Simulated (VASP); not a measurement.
A run of VASP 6.6.1 is set up as follows.

The input POSCAR:

```
Si4C
1.0
   -3.9709595635      3.9709595635      2.5252765581
    3.9709595635     -3.9709595635      2.5252765581
    3.9709595635      3.9709595635     -2.5252765581
Si C
8 2
Direct
    0.2983167149      0.0266729345      0.9050076045
    0.6066908897      0.7016832851      0.7283562197
    0.6283346700      0.8566908897      0.4050076045
    0.1216653300      0.3933091103      0.0949923955
    0.1433091103      0.5483167149      0.7716437803
    0.9733270655      0.8783346700      0.2716437803
    0.4516832851      0.2233270655      0.5949923955
    0.7766729345      0.3716653300      0.2283562197
    0.0000000000      0.0000000000      0.0000000000
    0.7500000000      0.2500000000      0.5000000000
```

Contents of INCAR.step1:

```
  PREC = Accurate
  ENCUT = 520
  ISMEAR = 0
  SIGMA = 0.02
  LREAL = False
  LASPH = True
  NELM = 100
  NBANDS = 31
  GGA = PE
  ALGO = Normal
  EDIFF = 1E-4
  LWAVE = True
  LCHARG = False
```

Contents of INCAR.step2:

```
  PREC = Accurate
  ENCUT = 520
  EDIFF = 1E-6
  ISMEAR = 0
  SIGMA = 0.02
  LREAL = False
  LASPH = True
  NELM = 100
  ALGO = Normal
  ISIF = 2
  LWAVE = False
  LCHARG = False
  METAGGA = R2SCAN
  LMIXTAU = True
  NBANDS = 31
  ISTART = 1
```

File KPOINTS:

```
regular mesh
0
Gamma
  6 6 6
```

Potentials or basis: VASP PAW PBE potentials, release 64 (Si, C).

Command:

```bash
$ cat potpaw_PBE.64/Si/POTCAR potpaw_PBE.64/C/POTCAR > POTCAR
$ cp INCAR.step1 INCAR
$ mpirun -np 1 vasp_std > vasp.out
$ cp INCAR.step2 INCAR
$ mpirun -np 1 vasp_std > vasp.out
```

(1) What does it give for the band gap on the k mesh?

(2) Estimate the largest force.

(3) Estimate the pressure.

Results:

(1) 1.06 eV (least direct gap 1.76 eV).

(2) 0.066 eV/Å.

(3) -1.8 GPa.

Caveat: the PAW data sets were made with another functional, which shifts forces and pressure a little.
